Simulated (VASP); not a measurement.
Crystal: Au.

```
Au
1.0
     0.00000    2.07906    2.07906
     2.07906    0.00000    2.07906
     2.07906    2.07906    0.00000
Au
1
Direct
  0.00000 0.00000 0.00000
```

```yaml
Program: VASP 6.6.1
Task: relaxation of cell and atoms
Functional: PBEsol
Potentials_or_basis: VASP PAW PBE potentials, release 64 (Au)
Cutoff: 600 eV
k_mesh: 18 × 18 × 18
Occupations: gaussian, width 0.1 eV
Spin: no spin polarisation
```

At the start: pressure -8.3 GPa; volume 17.97 Å³/atom.

Problem. Where does the relaxation end?

Solution. Over 4 steps the energy falls by 26.6 meV/atom and the volume is 17.01 Å³/atom (-5.4 %); space group Fm-3m (No. 225, to 0.1 Å) before and after.

The path:
```
step  energy change (eV)  largest force (eV/Å)  pressure (GPa)  volume (Å³)
   1              0.0000                0.0000           -8.28        17.97
   2              0.0433                0.0000           18.28        15.66
   3             -0.0265                0.0000           -0.21        17.03
   4             -0.0266                0.0000           -0.01        17.01
```

Final structure:
```
Au
1.0
     0.00000    2.04118    2.04118
     2.04118    0.00000    2.04118
     2.04118    2.04118    0.00000
Au
1
Direct
  0.00000 0.00000 0.00000
```

Caveat: the PAW data sets were made with another functional, which shifts forces and pressure a little.
